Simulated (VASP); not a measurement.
Wanted: the native input for a VASP 6.6.1 run.

```yaml
Task: single point
Functional: PBE
Potentials_or_basis: VASP PAW PBE potentials, release 64 (Zn, Cd, Te)
Cutoff: 520 eV
k_mesh: 6 × 6 × 2
Occupations: gaussian, width 0.02 eV
Spin: no spin polarisation
Dipole_correction: no
Further_INCAR_settings: ALGO = Normal; EDIFF = 1e-06; NBANDS = 46
```

The structure of ZnCd3Te4 lies in POSCAR:

```
ZnCd3Te4
1.0
    4.5958891948      0.0000000000      0.0000000000
    0.0000000000      4.5958891948      0.0000000000
    0.0000000000      0.0000000000     13.0604632987
Zn Cd Te
1 3 4
Direct
    0.0000000000      0.0000000000      0.0000000000
    0.5000000000      0.5000000000      0.7589548581
    0.0000000000      0.0000000000      0.5000000000
    0.5000000000      0.5000000000      0.2410451419
    0.5000000000      0.0000000000      0.6294935973
    0.0000000000      0.5000000000      0.3705064027
    0.5000000000      0.0000000000      0.1109905604
    0.0000000000      0.5000000000      0.8890094396
```

These files were run (other wordings do the same):

INCAR

```
SYSTEM = ZnCd3Te4
PREC = Accurate
ENCUT = 520
EDIFF = 1E-6
ISMEAR = 0
SIGMA = 0.02
LREAL = .FALSE.
LASPH = .TRUE.
NELM = 60
ALGO = Normal
ISIF = 2
LWAVE = .FALSE.
LCHARG = .FALSE.
GGA = PE
NBANDS = 46
```

KPOINTS

```
Automatic mesh
0
G
  6 6 2
  0 0 0
```

Potentials or basis: VASP PAW PBE potentials, release 64 (Zn, Cd, Te).

The run is started by

```bash
$ cat potpaw_PBE.64/Zn/POTCAR potpaw_PBE.64/Cd/POTCAR potpaw_PBE.64/Te/POTCAR > POTCAR
$ mpirun -np 1 vasp_std > vasp.out
```

Results of the run:

```
Pressure               : 0.1 GPa
Largest force          : 0.013 eV/Å
Band gap on the k mesh : 0.64 eV
```

Caveat: semilocal functionals underestimate gaps, and a narrow one can read as zero; spin-orbit coupling is left out, which moves the levels of the heavy elements.

Wall time 6.7 min on 1 thread of Intel Xeon 8259CL (shared host), peak memory 0.49 GiB.
